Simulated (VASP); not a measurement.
# LiOs2 (P1) in VASP: single point with PBE

Aim: the single point of LiOs2 with PBE.

All numbers are computed with VASP 6.6.1; they aren't measurements. Logs are shortened: lines on timing, memory, paths and dates and some standing lists are left out, and cuts for length are marked.

### Step 1. The cell of the first run

The typed cell holds 6 atoms: a = 2.644 Å, b = 4.067 Å, c = 9.355 Å, α = 90.91°, β = 90.05°, γ = 90.01°.

### Step 2. Single point, PBE

File INCAR:

```
SYSTEM = LiOs2
ALGO = Normal
EDIFF = 1E-6
ENCUT = 520
GGA = PE
ISIF = 2
ISMEAR = 0
LASPH = .TRUE.
LCHARG = .FALSE.
LREAL = .FALSE.
LWAVE = .FALSE.
NBANDS = 28
NELM = 80
PREC = Accurate
SIGMA = 0.1
```

File KPOINTS:

```
k-points
0
G
  6 4 2
  0 0 0
```

File POSCAR:

```
LiOs2
1.0
    2.6442109857      0.0000000000      0.0000000000
   -0.0004833777      4.0666030166      0.0000000000
   -0.0086978463     -0.1480957560      9.3535040804
Li Os
2 4
Direct
    0.4976173615      0.4822119329      0.0013865101
    0.5259424489      0.5029683067      0.4997877859
    0.9982429266      0.4948983869      0.2585187928
    0.9982762781      0.5121527352      0.7413881824
    0.4894314840      0.9983852528      0.3523612578
    0.4904895008      0.0093833854      0.6465574710
```

Potentials or basis: VASP PAW PBE potentials, release 64 (Li_sv, Os).

Run with:

```sh
> cat potpaw_PBE.64/Li_sv/POTCAR potpaw_PBE.64/Os/POTCAR > POTCAR
> mpirun -np 1 vasp_std > vasp.out
```

OUTCAR:

```text
SYSTEM = LiOs2
   EDIFF = 1E-6
   ENCUT = 520
   GGA = PE
   ISIF = 2
   ISMEAR = 0
   LASPH = .TRUE.
   LREAL = .FALSE.
   NELM = 80
   PREC = Accurate

 ion  position               nearest neighbor table
   1  0.498  0.482  0.001-   3 2.74   3 2.74   4 2.77   4 2.77
   2  0.526  0.503  0.500-   6 2.45   5 2.46   6 2.46   5 2.46   3 2.58   4 2.58   3 2.65   4 2.66

   3  0.998  0.495  0.259-   5 2.57   5 2.57   2 2.58   5 2.59   5 2.59   2 2.65   1 2.74   1 2.74

   4  0.998  0.512  0.741-   6 2.57   6 2.57   2 2.58   6 2.59   6 2.59   2 2.66   1 2.77   1 2.77

   5  0.489  0.998  0.352-   2 2.46   2 2.46   3 2.57   3 2.57   3 2.59   3 2.59   6 2.75
   6  0.490  0.009  0.647-   2 2.45   2 2.46   4 2.57   4 2.57   4 2.59   4 2.59   5 2.75

  LATTYP: Found a triclinic cell.
 ALAT       =    10.1411450058
 B/A-ratio  =     0.4010003844
 C/A-ratio  =     0.2607408714
 COS(alpha) =     0.0001188652
 COS(beta)  =     0.0009053439
 COS(gamma) =     0.3863970313

  Lattice vectors:

 A1 = (  -0.0091812240,   3.9185072606,   9.3535040804)
 A2 = (  -0.0004833777,   4.0666030166,   0.0000000000)
 A3 = (  -2.6442109857,   0.0000000000,   0.0000000000)

Analysis of symmetry for initial positions (statically):
=====================================================================
 Subroutine PRICEL returns:
 Original cell was already a primitive cell.

 Routine SETGRP: Setting up the symmetry group for a
 triclinic supercell.

 Subroutine GETGRP returns: Found  1 space group operations
 (whereof  1 operations were pure point group operations)
 out of a pool of  2 trial point group operations.

The static configuration has the point symmetry C_1 .

Analysis of symmetry for dynamics (positions and initial velocities):
=====================================================================
 Subroutine PRICEL returns:
 Original cell was already a primitive cell.

 Routine SETGRP: Setting up the symmetry group for a
 triclinic supercell.

 Subroutine GETGRP returns: Found  1 space group operations
 (whereof  1 operations were pure point group operations)
 out of a pool of  2 trial point group operations.

The dynamic configuration has the point symmetry C_1 .

 Subroutine INISYM returns: Found  1 space group operations
 (whereof  1 operations are pure point group operations),
 and found     1 'primitive' translations

----------------------------------------------------------------------------------------

                                     Primitive cell

  volume of cell :     100.5778

  direct lattice vectors                    reciprocal lattice vectors
     2.644210986  0.000000000  0.000000000     0.378184648  0.000044953  0.000352387
    -0.000483378  4.066603017  0.000000000     0.000000000  0.245905488  0.003893467
    -0.008697846 -0.148095756  9.353504080     0.000000000  0.000000000  0.106911805

  length of vectors
     2.644210986  4.066603045  9.354680464     0.378184815  0.245936309  0.106911805

  position of ions in fractional coordinates (direct lattice)
     0.497617361  0.482211933  0.001386510
     0.525942449  0.502968307  0.499787786
     0.998242927  0.494898387  0.258518793
     0.998276278  0.512152735  0.741388182
     0.489431484  0.998385253  0.352361258
     0.490489501  0.009383385  0.646557471

  ion indices of the primitive-cell ions
   primitive index   ion index
                 1           1
                 2           2
                 3           3
                 4           4
                 5           5
                 6           6

----------------------------------------------------------------------------------------

 KPOINTS: k-points

Automatic generation of k-mesh.
 Grid dimensions read from file:
 generate k-points for:    6    4    2

 Generating k-lattice:

  Cartesian coordinates                     Fractional coordinates (reciprocal lattice)
     0.063030775  0.000007492  0.000058731     0.166666667  0.000000000  0.000000000
     0.000000000  0.061476372  0.000973367     0.000000000  0.250000000  0.000000000
     0.000000000  0.000000000  0.053455902     0.000000000  0.000000000  0.500000000

  Length of vectors
     0.063030802  0.061484077  0.053455902

  Shift w.r.t. Gamma in fractional coordinates (k-lattice)
     0.000000000  0.000000000  0.000000000

 Subroutine IBZKPT returns following result:
 ===========================================

 Found     28 irreducible k-points:

 Following reciprocal coordinates:
            Coordinates               Weight
  0.000000  0.000000  0.000000      1.000000
  0.166667 -0.000000 -0.000000      2.000000
  0.333333 -0.000000 -0.000000      2.000000
  0.500000 -0.000000  0.000000      1.000000
  0.000000  0.250000  0.000000      2.000000
  0.166667  0.250000  0.000000      2.000000
[... 16 lines left out ...]
 -0.333333  0.250000  0.500000      2.000000
 -0.166667  0.250000  0.500000      2.000000
 [... further k-points ...]
   k-points           NKPTS =     28   k-points in BZ     NKDIM =     28   number of bands    NBANDS=     28
   number of dos      NEDOS =    301   number of ions     NIONS =      6
   total plane-waves  NPLWV =  42000
   dimension x,y,z NGX =    20 NGY =   30 NGZ =   70
   dimension x,y,z NGXF=    40 NGYF=   60 NGZF=  140
   ions per type =               2   4
   NGX,Y,Z   is equivalent  to a cutoff of  12.57, 12.26, 12.44 a.u.
   NGXF,Y,Z  is equivalent  to a cutoff of  25.15, 24.53, 24.88 a.u.
 SYSTEM =  LiOs2
   PREC   = accura    normal or accurate (medium, high low for compatibility)
   ISTART =      0    job   : 0-new  1-cont  2-samecut
   ICHARG =      2    charge: 1-file 2-atom 10-const
   ISPIN  =      1    spin polarized calculation?
   LNONCOLLINEAR =      F non collinear calculations
   LSORBIT =      F    spin-orbit coupling
   LASPH  =      T    aspherical Exc in radial PAW
   ENCUT  =  520.0 eV  38.22 Ry    6.18 a.u.   4.92  7.56 17.39*2*pi/ulx,y,z
   NELM   =     80;   NELMIN=  2; NELMDL= -5     # of ELM steps
   EDIFF  = 0.1E-05   stopping-criterion for ELM
   LREAL  =      F    real-space projection
[... 7 lines left out ...]
   TEBEG  =    0.0;   TEEND  =   0.0 temperature during run
   PSTRESS=    0.0 pullay stress
   NELECT =      38.0000    total number of electrons
   NUPDOWN=      -1.0000    fix difference up-down
   EMIN   =  10.00;   EMAX   =-10.00  energy-range for DOS
   EFERMI =   0.00;   METHOD = LEGACY
   ISMEAR =     0;   SIGMA  =   0.10  broadening in eV -4-tet -1-fermi 0-gaus
   EFERMI_NEDOS =   21; number of points for ismear=-14 and -15
   IALGO  =     38    algorithm
   IMIX   =      4    mixing-type and parameters
     AMIX     =   0.40;   BMIX     =  1.00
     AMIX_MAG =   1.60;   BMIX_MAG =  1.00
  volume/ion in A,a.u.               =      16.76       113.12
  Fermi-wavevector in a.u.,A,eV,Ry     =   1.183501  2.236493 19.057334  1.400675
  Thomas-Fermi vector in A             =   2.319734
   LORBIT       =      0    0 simple, 1 ext, 2 COOP (PROOUT), +10 PAW based schemes
   GGA     = PE    functional components
   LHFCALC =     F    Hartree Fock is set to
   AEXX    =    0.0000 exact exchange contribution
   IVDW    =     0    specifies the selected vdW correction
   LEPSILON=     F    determine dielectric tensor
   LRPA    =     F    only Hartree local field effects (RPA)
 non-spin polarized calculation
 Gauss-broadening in eV      SIGMA  =   0.10
  energy-cutoff  :      520.00
  volume of cell :      100.58
 maximum number of plane-waves:      2740
   NGX =  9   NGY = 15   NGZ = 35

 number of electron      37.9999992 magnetization

 Free energy of the ion-electron system (eV)
  ---------------------------------------------------
  ext. energy  EPLUGINS =         0.00000000
  ---------------------------------------------------
  free energy    TOTEN  =       -45.90724972 eV

  energy without entropy =      -45.88223873  energy(sigma->0) =      -45.89474422

 E-fermi :   4.6396     XC(G=0): -10.8764

 val. band max:        4.6086198711   @ k =   0.3333   0.2500   0.5000
 cond. band min:       4.6670303701   @ k =   0.3333   0.5000   0.5000
 fundamental gap:      0.0584104990
 Fermi energy:         4.6396474620

 k-point     1 :       0.0000    0.0000    0.0000
  band No.  band energies     occupation
      1     -40.9686      2.00000
      2     -40.3086      2.00000
      3      -3.8288      2.00000
      4      -3.2503      2.00000
      5      -1.8241      2.00000
      6      -1.6568      2.00000
[... 20 lines left out ...]
     27       7.9103      0.00000
     28       9.5113      0.00000

 k-point     2 :       0.1667   -0.0000   -0.0000
  band No.  band energies     occupation
      1     -40.9614      2.00000
      2     -40.3007      2.00000
      3      -2.9264      2.00000
      4      -2.3354      2.00000
      5      -0.7651      2.00000
      6      -0.6648      2.00000
[... 20 lines left out ...]
     27      10.0561      0.00000
     28      10.3356      0.00000

 k-point     3 :       0.3333   -0.0000   -0.0000
  band No.  band energies     occupation
      1     -40.9469      2.00000
      2     -40.2850      2.00000
      3      -1.0746      2.00000
      4      -0.8258      2.00000
      5      -0.4401      2.00000
      6      -0.4102      2.00000
[... 20 lines left out ...]
     27      10.5480      0.00000
     28      10.9343      0.00000

 k-point     4 :       0.5000   -0.0000    0.0000
  band No.  band energies     occupation
      1     -40.9396      2.00000
      2     -40.2771      2.00000
      3      -0.8921      2.00000
      4      -0.7270      2.00000
      5      -0.6349      2.00000
      6      -0.5425      2.00000
[... 20 lines left out ...]
     27      10.3982      0.00000
     28      10.9087      0.00000

 k-point     5 :       0.0000    0.2500    0.0000
  band No.  band energies     occupation
      1     -40.9685      2.00000
      2     -40.3080      2.00000
      3      -3.2417      2.00000
      4      -2.6413      2.00000
      5      -1.6043      2.00000
      6      -1.3843      2.00000
[... 20 lines left out ...]
     27       7.5773      0.00000
     28       7.9561      0.00000

 k-point     6 :       0.1667    0.2500    0.0000
  band No.  band energies     occupation
      1     -40.9613      2.00000
      2     -40.3002      2.00000
      3      -2.3665      2.00000
      4      -1.7157      2.00000
      5      -0.4263      2.00000
      6      -0.2483      2.00000
[... 463 lines left out ...]
      5      -0.5078      2.00000
      6      -0.2383      2.00000
[... 20 lines left out ...]
     27      10.0543      0.00000
     28      10.2896      0.00000

 k-point    22 :       0.5000    0.2500    0.5000
  band No.  band energies     occupation
      1     -40.9395      2.00000
      2     -40.2765      2.00000
      3      -1.1408      2.00000
      4      -1.0626      2.00000
      5      -0.9346      2.00000
      6      -0.7595      2.00000
[... 20 lines left out ...]
     27       9.9126      0.00000
     28      10.5392      0.00000

 k-point    23 :      -0.3333    0.2500    0.5000
  band No.  band energies     occupation
      1     -40.9468      2.00000
      2     -40.2844      2.00000
      3      -1.1986      2.00000
      4      -0.7836      2.00000
      5      -0.5079      2.00000
      6      -0.2380      2.00000
[... 20 lines left out ...]
     27      10.0558      0.00000
     28      10.2884      0.00000

 k-point    24 :      -0.1667    0.2500    0.5000
  band No.  band energies     occupation
      1     -40.9613      2.00000
      2     -40.3002      2.00000
      3      -2.3476      2.00000
      4      -1.7420      2.00000
      5      -0.4295      2.00000
      6      -0.2459      2.00000
[... 20 lines left out ...]
     27       8.6638      0.00000
     28       9.1352      0.00000

 [... further k-points ...]

------------------------ aborting loop because EDIFF is reached ----------------------------------------

  FORCE on cell =-STRESS in cart. coord.  units (eV):
  Direction    XX          YY          ZZ          XY          YZ          ZX
  --------------------------------------------------------------------------------------
  -------------------------------------------------------------------------------------
  Total        1.8482011      1.4247941     -0.9190718      0.0110108     -0.0369369      0.0296080
  in kB       29.4413413     22.6965818    -14.6405630      0.1753991     -0.5883941      0.4716472
  external PRESSURE =      12.4991200 kB  Pullay stress =       0.0000000 kB

 VOLUME and BASIS-vectors are now :
 -----------------------------------------------------------------------------
  energy-cutoff  :      520.00
  volume of cell :      100.58
      direct lattice vectors                 reciprocal lattice vectors
     2.644210986  0.000000000  0.000000000     0.378184648  0.000044953  0.000352387
    -0.000483378  4.066603017  0.000000000     0.000000000  0.245905488  0.003893467
    -0.008697846 -0.148095756  9.353504080     0.000000000  0.000000000  0.106911805

 POSITION                                       TOTAL-FORCE (eV/Angst)
 -----------------------------------------------------------------------------------
      1.31556      1.96076      0.01297        -0.004094     -0.003237     -0.066770
      1.38611      1.97136      4.67477         0.076910      0.031697      0.002220
      2.63708      1.97427      2.41806        -0.078765     -0.004153      0.002553
      2.63296      1.97293      6.93458        -0.053591     -0.003430     -0.032505
      1.29061      4.00785      3.29581         0.044641     -0.017104      0.321019
      1.29133     -0.05759      6.04758         0.014899     -0.003773     -0.226517
 -----------------------------------------------------------------------------------
    total drift:                               -0.000056     -0.000515      0.000502

  FREE ENERGIE OF THE ION-ELECTRON SYSTEM (eV)
  ---------------------------------------------------
  free  energy   TOTEN  =       -45.9072497159 eV

  energy  without entropy=      -45.8822387269  energy(sigma->0) =      -45.89474422
```

It took 2 min on 1 thread of Oxide Virtual Turin-like, shared host; peak memory 0.19 GiB.

Results:

```
Free energy            : -45.9072 eV
Largest force          : 0.325 eV/Å
Band gap on the k mesh : zero (bands 19 and 20 overlap by 1.86 eV)
```

Forces in eV/Å, atoms in the order of the input:
```
Li  -0.004 -0.003 -0.067
Li   0.077  0.032  0.002
Os  -0.079 -0.004  0.003
Os  -0.054 -0.003 -0.033
Os   0.045 -0.017  0.321
Os   0.015 -0.004 -0.227
```

Levels at points of the mesh, in eV from the Fermi level:
| k point | band 15 | band 16 | band 17 | band 18 | band 19 | band 20 | band 21 | band 22 | band 23 | band 24 |
| --- | --- | --- | --- | --- | --- | --- | --- | --- | --- | --- |
| (0.00, 0.00, 0.00) | -2.02 | -1.86 | -1.67 | -1.52 | -1.28 | -0.09 | 0.58 | 0.63 | 0.95 | 2.42 |
| (0.50, 0.00, 0.00) | -0.82 | -0.76 | -0.67 | 0.87 | 1.02 | 1.14 | 1.22 | 1.49 | 2.33 | 4.55 |
| (0.00, 0.50, 0.00) | -1.15 | -1.14 | -1.09 | -0.97 | -0.84 | -0.80 | 0.71 | 1.48 | 1.80 | 1.89 |
| (0.50, 0.50, 0.00) | -1.44 | -1.28 | -0.89 | -0.10 | 0.98 | 1.29 | 1.86 | 2.19 | 2.42 | 2.55 |
| (0.00, 0.00, 0.50) | -1.82 | -1.78 | -1.60 | -1.52 | -1.15 | -0.09 | 0.60 | 0.61 | 0.95 | 2.31 |
| (0.50, 0.00, 0.50) | -0.80 | -0.67 | -0.38 | 0.72 | 1.07 | 1.09 | 1.22 | 1.49 | 3.32 | 3.93 |
| (0.00, 0.50, 0.50) | -1.15 | -1.13 | -0.97 | -0.80 | -0.49 | -0.41 | 0.22 | 1.48 | 1.62 | 1.91 |
| (0.50, 0.50, 0.50) | -1.49 | -1.35 | -1.24 | -0.16 | 1.03 | 1.84 | 2.04 | 2.10 | 2.20 | 2.64 |

Caveat: the k points lie up to 0.40 Å⁻¹ apart, too coarse for converged energies and pressures of a metal; the cutoff is under 1.25 times the usual one of these potentials, so pressure, stress and relaxed cells hold a basis-set (Pulay) error; spin-orbit coupling is left out, which moves the levels of the heavy elements.

The gap in the log of VASP goes by the Fermi energy; the results here count the filled bands.